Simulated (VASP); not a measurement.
# Hf (P6_3/mmc) in VASP: notebook, part 3 of 3

VASP 6.6.1. Earlier steps stand in the parts before.

**5. Relaxation of cell and atoms, PBEsol**

This run uses another cell than the first one, of 20.16 Å³/atom.

Contents of INCAR:

```
PREC     = Accurate       # precision mode
ENCUT    = 600            # plane-wave cutoff, eV
EDIFF    = 1E-7           # SCF threshold, eV
ISMEAR   = 0              # smearing method
SIGMA    = 0.1            # smearing width, eV
LREAL    = False          # projectors in reciprocal space
LASPH    = True           # aspherical terms in the spheres
NELM     = 100            # most SCF steps
ALGO     = Fast           # electronic algorithm
ISIF     = 3              # what is computed and relaxed
LWAVE    = False          # write WAVECAR
LCHARG   = False          # write CHGCAR
GGA      = PS             # functional
IBRION   = 2              # ionic algorithm
NSW      = 80             # ionic steps
EDIFFG   = -0.05          # ionic threshold
```

Contents of KPOINTS:

```
Automatic mesh
0
Gamma
  6 6 4
```

Contents of POSCAR:

```
Hf
1.0
    3.0870934834      0.0000000000      0.0000000000
   -1.5435467417      2.6735013805      0.0000000000
    0.0000000000      0.0000000000      4.8864448647
Hf
2
Direct
    0.3333333333      0.6666666667      0.2500000000
    0.6666666667      0.3333333333      0.7500000000
```

Potentials or basis: VASP PAW PBE potentials, release 64 (Hf_pv).

The run is started by

```sh
cat potpaw_PBE.64/Hf_pv/POTCAR > POTCAR
mpirun -np 1 vasp_std > vasp.out
```

OUTCAR:

```text
PREC = Accurate
   ENCUT = 600
   EDIFF = 1E-7
   ISMEAR = 0
   LREAL = False
   LASPH = True
   NELM = 100
   ISIF = 3
   GGA = PS
   IBRION = 2
   NSW = 80
   EDIFFG = -0.05

 ion  position               nearest neighbor table
   1  0.333  0.667  0.250-   2 3.02   2 3.02   2 3.02   2 3.02   2 3.02   2 3.02
   2  0.667  0.333  0.750-   1 3.02   1 3.02   1 3.02   1 3.02   1 3.02   1 3.02

  LATTYP: Found a hexagonal cell.
 ALAT       =     3.0870934834
 C/A-ratio  =     1.5828626153

  Lattice vectors:

 A1 = (   3.0870934834,   0.0000000000,   0.0000000000)
 A2 = (  -1.5435467417,   2.6735013805,   0.0000000000)
 A3 = (   0.0000000000,   0.0000000000,   4.8864448647)

Analysis of symmetry for initial positions (statically):
=====================================================================
 Subroutine PRICEL returns:
 Original cell was already a primitive cell.

 Routine SETGRP: Setting up the symmetry group for a
 hexagonal supercell.

 Subroutine GETGRP returns: Found 24 space group operations
 (whereof 12 operations were pure point group operations)
 out of a pool of 24 trial point group operations.

The static configuration has the point symmetry D_3d.
 The point group associated with its full space group is D_6h.

Analysis of symmetry for dynamics (positions and initial velocities):
=====================================================================
 Subroutine PRICEL returns:
 Original cell was already a primitive cell.

 Routine SETGRP: Setting up the symmetry group for a
 hexagonal supercell.

 Subroutine GETGRP returns: Found 24 space group operations
 (whereof 12 operations were pure point group operations)
 out of a pool of 24 trial point group operations.

The dynamic configuration has the point symmetry D_3d.
 The point group associated with its full space group is D_6h.

 Subroutine INISYM returns: Found 24 space group operations
 (whereof 12 operations are pure point group operations),
 and found     1 'primitive' translations

----------------------------------------------------------------------------------------

                                     Primitive cell

  volume of cell :      40.3295

  direct lattice vectors                    reciprocal lattice vectors
     3.087093483  0.000000000  0.000000000     0.323929290  0.187020663  0.000000000
    -1.543546742  2.673501380  0.000000000     0.000000000  0.374041325  0.000000000
     0.000000000  0.000000000  4.886444865     0.000000000  0.000000000  0.204647761

  length of vectors
     3.087093483  3.087093483  4.886444865     0.374041325  0.374041325  0.204647761

  position of ions in fractional coordinates (direct lattice)
     0.333333333  0.666666667  0.250000000
     0.666666667  0.333333333  0.750000000

  ion indices of the primitive-cell ions
   primitive index   ion index
                 1           1
                 2           2

----------------------------------------------------------------------------------------

 KPOINTS: Automatic mesh

Automatic generation of k-mesh.
 Grid dimensions read from file:
 generate k-points for:    6    6    4

 Generating k-lattice:

  Cartesian coordinates                     Fractional coordinates (reciprocal lattice)
     0.053988215  0.031170110  0.000000000     0.166666667  0.000000000  0.000000000
     0.000000000  0.062340221  0.000000000     0.000000000  0.166666667  0.000000000
     0.000000000  0.000000000  0.051161940     0.000000000  0.000000000  0.250000000

  Length of vectors
     0.062340221  0.062340221  0.051161940

  Shift w.r.t. Gamma in fractional coordinates (k-lattice)
     0.000000000  0.000000000  0.000000000

 Subroutine IBZKPT returns following result:
 ===========================================

 Found     21 irreducible k-points:

 Following reciprocal coordinates:
            Coordinates               Weight
  0.000000  0.000000  0.000000      1.000000
  0.166667  0.000000  0.000000      6.000000
  0.333333  0.000000  0.000000      6.000000
  0.500000  0.000000  0.000000      3.000000
  0.166667  0.166667  0.000000      6.000000
  0.333333  0.166667  0.000000     12.000000
[... 13 lines left out ...]
  0.333333  0.166667  0.500000     12.000000
  0.333333  0.333333  0.500000      2.000000
   k-points           NKPTS =     21   k-points in BZ     NKDIM =     21   number of bands    NBANDS=     14
   number of dos      NEDOS =    301   number of ions     NIONS =      2
   total plane-waves  NPLWV =  31360
   dimension x,y,z NGX =    28 NGY =   28 NGZ =   40
   dimension x,y,z NGXF=    56 NGYF=   56 NGZF=   80
   ions per type =               2
   NGX,Y,Z   is equivalent  to a cutoff of  15.08, 15.08, 13.61 a.u.
   NGXF,Y,Z  is equivalent  to a cutoff of  30.16, 30.16, 27.22 a.u.
 SYSTEM =  unknown system
   PREC   = accura    normal or accurate (medium, high low for compatibility)
   ISTART =      0    job   : 0-new  1-cont  2-samecut
   ICHARG =      2    charge: 1-file 2-atom 10-const
   ISPIN  =      1    spin polarized calculation?
   LNONCOLLINEAR =      F non collinear calculations
   LSORBIT =      F    spin-orbit coupling
   LASPH  =      T    aspherical Exc in radial PAW
   ENCUT  =  600.0 eV  44.10 Ry    6.64 a.u.   6.17  6.17  9.76*2*pi/ulx,y,z
   NELM   =    100;   NELMIN=  2; NELMDL= -5     # of ELM steps
   EDIFF  = 0.1E-06   stopping-criterion for ELM
   LREAL  =      F    real-space projection
   EDIFFG = -.5E-01   stopping-criterion for IOM
   NSW    =     80    number of steps for IOM
   IBRION =      2    ionic relax: 0-MD 1-quasi-New 2-CG
   NFREE  =      1    steps in history (QN), initial steepest desc. (CG)
   ISIF   =      3    stress and relaxation
   ISYM   =      2    0-nonsym 1-usesym 2-fastsym
   POTIM  = 0.5000    time-step for ionic-motion
   TEBEG  =    0.0;   TEEND  =   0.0 temperature during run
   PSTRESS=    0.0 pullay stress
   NELECT =      20.0000    total number of electrons
   NUPDOWN=      -1.0000    fix difference up-down
   EMIN   =  10.00;   EMAX   =-10.00  energy-range for DOS
   EFERMI =   0.00;   METHOD = LEGACY
   ISMEAR =     0;   SIGMA  =   0.10  broadening in eV -4-tet -1-fermi 0-gaus
   EFERMI_NEDOS =   21; number of points for ismear=-14 and -15
   IALGO  =     68    algorithm
   IMIX   =      4    mixing-type and parameters
     AMIX     =   0.40;   BMIX     =  1.00
     AMIX_MAG =   1.60;   BMIX_MAG =  1.00
  volume/ion in A,a.u.               =      20.16       136.08
  Fermi-wavevector in a.u.,A,eV,Ry     =   1.295817  2.448740 22.846119  1.679142
  Thomas-Fermi vector in A             =   2.427313
   LORBIT       =      0    0 simple, 1 ext, 2 COOP (PROOUT), +10 PAW based schemes
   GGA     = PS    functional components
   LHFCALC =     F    Hartree Fock is set to
   AEXX    =    0.0000 exact exchange contribution
   IVDW    =     0    specifies the selected vdW correction
   LEPSILON=     F    determine dielectric tensor
   LRPA    =     F    only Hartree local field effects (RPA)
 conjugate gradient relaxation of ions
 non-spin polarized calculation
 RMM-DIIS sequential band-by-band and
 Gauss-broadening in eV      SIGMA  =   0.10
  energy-cutoff  :      600.00
  volume of cell :       40.33
 maximum number of plane-waves:      1387
 NGX is ok and might be reduce to    28
   NGX = 13   NGY = 13   NGZ = 19

--------------------------------------- Ionic step        1  -------------------------------------------

 number of electron      20.0000002 magnetization

 Free energy of the ion-electron system (eV)
  ---------------------------------------------------
  ext. energy  EPLUGINS =         0.00000000
  ---------------------------------------------------
  free energy    TOTEN  =       -20.91774170 eV

  energy without entropy =      -20.90676057  energy(sigma->0) =      -20.91225113

------------------------ aborting loop because EDIFF is reached ----------------------------------------

  FORCE on cell =-STRESS in cart. coord.  units (eV):
  Direction    XX          YY          ZZ          XY          YZ          ZX
  --------------------------------------------------------------------------------------
  -------------------------------------------------------------------------------------
  Total        1.9645700      1.9645700      2.1126006      0.0000000     -0.0000000     -0.0000000
  in kB       78.0467631     78.0467631     83.9275967      0.0000000     -0.0000000     -0.0000000
  external PRESSURE =      80.0070410 kB  Pullay stress =       0.0000000 kB
[... 57 lines left out ...]
  energy  without entropy=      -20.8819487880  energy(sigma->0) =      -20.89069570

--------------------------------------- Ionic step        3  -------------------------------------------

 number of electron      19.9999998 magnetization

 Free energy of the ion-electron system (eV)
  ---------------------------------------------------
  ext. energy  EPLUGINS =         0.00000000
  ---------------------------------------------------
  free energy    TOTEN  =       -20.98286108 eV

  energy without entropy =      -20.96564783  energy(sigma->0) =      -20.97425446

 E-fermi :   5.0835     XC(G=0): -11.5611

 val. band max:        4.9530214054   @ k =   0.1667   0.0000   0.0000
 cond. band min:       5.0894752846   @ k =   0.3333   0.3333   0.2500
 fundamental gap:      0.1364538792
 Fermi energy:         5.0834920680

 k-point     1 :       0.0000    0.0000    0.0000
  band No.  band energies     occupation
      1     -25.9831      2.00000
      2     -25.1398      2.00000
      3     -25.1398      2.00000
      4     -24.9989      2.00000
      5     -24.9967      2.00000
      6     -24.9967      2.00000
      7      -2.4971      2.00000
      8       1.1784      2.00000
      9       5.8054      0.00000
     10       6.1965      0.00000
     11       6.1965      0.00000
     12       6.4649      0.00000
     13       7.0528      0.00000
     14       7.0528      0.00000
[... 367 lines left out ...]
  FREE ENERGIE OF THE ION-ELECTRON SYSTEM (eV)
  ---------------------------------------------------
  free  energy   TOTEN  =       -20.9828610768 eV

  energy  without entropy=      -20.9656478335  energy(sigma->0) =      -20.97425446

 reached required accuracy - stopping structural energy minimisation
```

It took 64 s on 1 thread of Intel Xeon 8259CL, shared host; peak memory 0.19 GiB.

Results:

```yaml
Free_energy: -20.9829 eV
Relaxed_volume: 21.56 Å³/atom
Relaxed_cell: a = 3.155 Å, b = 3.155 Å, c = 5.002 Å, α = 90.00°, β = 90.00°, γ = 120.00°
Space_group_after_relaxing_to_0.1_Å: P6_3/mmc (No. 194)
Energy_gained_by_relaxing: 32.6 meV/atom
Ionic_steps: 3
Pressure_after_relaxing: -0.1 GPa
Band_gap_on_the_k_mesh: zero (bands 10 and 11 overlap by 1.32 eV)
```

Stress tensor (GPa, compression positive):
```
-0.23  0.00  0.00
 0.00 -0.23  0.00
 0.00  0.00  0.13
```

Step by step:
```
step  energy change (eV)  largest force (eV/Å)  pressure (GPa)  volume (Å³)
   1              0.0000                0.0000            8.00        40.33
   2              0.0183                0.0000           -7.46        46.50
   3             -0.0651                0.0000           -0.11        43.12
```

Final structure:
```
Hf
1.0
     3.15494    0.00000    0.00000
    -1.57747    2.73226    0.00000
     0.00000    0.00000    5.00193
Hf
2
Cartesian
  0.0000 1.8215 1.2505
  1.5775 0.9108 3.7514
```

Levels at points of the mesh, in eV from the Fermi level:
| k point | band 7 | band 8 | band 9 | band 10 | band 11 | band 12 | band 13 | band 14 |
| --- | --- | --- | --- | --- | --- | --- | --- | --- |
| (0.00, 0.00, 0.00) | -7.58 | -3.91 | 0.72 | 1.11 | 1.11 | 1.38 | 1.97 | 1.97 |
| (0.50, 0.00, 0.00) | -3.49 | -2.96 | -2.42 | -0.78 | 0.71 | 0.84 | 1.66 | 6.09 |
| (0.00, 0.00, 0.50) | -5.54 | -5.54 | 0.06 | 0.06 | 1.00 | 1.00 | 1.00 | 1.00 |
| (0.50, 0.00, 0.50) | -3.60 | -3.60 | -1.13 | -1.13 | 1.26 | 1.26 | 2.66 | 2.66 |

Caveat: the k points lie up to 0.38 Å⁻¹ apart in the final cell, too coarse for converged energies and pressures of a metal; the PAW data sets were made with another functional, which shifts forces and pressure a little; spin-orbit coupling is left out, which moves the levels of the heavy elements. Zero-point motion and thermal expansion aren't in these numbers.

**6. The runs side by side**

```tsv
task	cell	k mesh	cutoff (eV)	gap on the mesh (eV)	pressure (GPa)
single point	a = 3.159, b = 3.159, c = 5.001 Å, angles 90.0, 90.0, 120.0°, 2 atoms	18 × 18 × 8	520	none	-0.4
single point	a = 3.087, b = 3.087, c = 4.886 Å, angles 90.0, 90.0, 120.0°, 2 atoms	6 × 6 × 4	520	none	8.1
single point	a = 3.152, b = 3.152, c = 5.020 Å, angles 90.0, 90.0, 120.0°, 2 atoms	6 × 6 × 4	520	none	-0.3
relaxation of cell and atoms	relaxed from a = 3.087, b = 3.087, c = 4.886 Å, angles 90.0, 90.0, 120.0°, 2 atoms	6 × 6 × 4	600	none	-0.1
```

Alike in all rows: level PBEsol; potentials or basis VASP PAW PBE potentials, release 64 (Hf_pv); no spin polarisation; smearing gaussian 0.1 eV.

Caveats: some runs use coarse meshes; the PAW data sets were made with another functional, which shifts forces and pressure a little; spin-orbit coupling is left out, which moves the levels of the heavy elements.

Total energies depend on the potentials used, so only differences within one code and one set of settings carry meaning.
